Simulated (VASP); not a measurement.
Here is a VASP 6.6.1 calculation.

INCAR

```
SYSTEM = RbZn
PREC     = Accurate       ! precision mode
ENCUT    = 520            ! plane-wave cutoff, eV
EDIFF    = 1E-7           ! SCF threshold, eV
ISMEAR   = 0              ! smearing method
SIGMA    = 0.1            ! smearing width, eV
LREAL    = .FALSE.        ! projectors in reciprocal space
LASPH    = .TRUE.         ! aspherical terms in the spheres
NELM     = 60             ! most SCF steps
ALGO     = Normal         ! electronic algorithm
ISIF     = 2              ! what is computed and relaxed
LWAVE    = .FALSE.        ! write WAVECAR
LCHARG   = .TRUE.         ! write CHGCAR
GGA      = PE             ! functional
LELF     = .TRUE.         ! ELF
LVHAR    = .TRUE.       
NBANDS   = 18             ! bands
```

The input KPOINTS:

```
Automatic mesh
0
G
  6 6 4
  0 0 0
```

The input POSCAR:

```
RbZn
1.0
    4.5730570345      0.0000000000      0.0000000000
    0.0000000000      4.5730570345      0.0000000000
    0.0000000000      0.0000000000      4.0338681396
Rb Zn
1 1
Direct
    0.5000000000      0.5000000000      0.5000000000
    0.0000000000      0.0000000000      0.0000000000
```

Potentials or basis: VASP PAW PBE potentials, release 64 (Rb_sv, Zn).

Launch:

```bash
$ cat potpaw_PBE.64/Rb_sv/POTCAR potpaw_PBE.64/Zn/POTCAR > POTCAR
$ mpirun -np 1 vasp_std > vasp.out
```

Predict the pressure.

0.1 GPa.

Stress tensor (GPa, compression positive):
```
0.06 0.00 0.00
0.00 0.06 0.00
0.00 0.00 0.18
```

Caveat: the k points lie up to 0.39 Å⁻¹ apart.
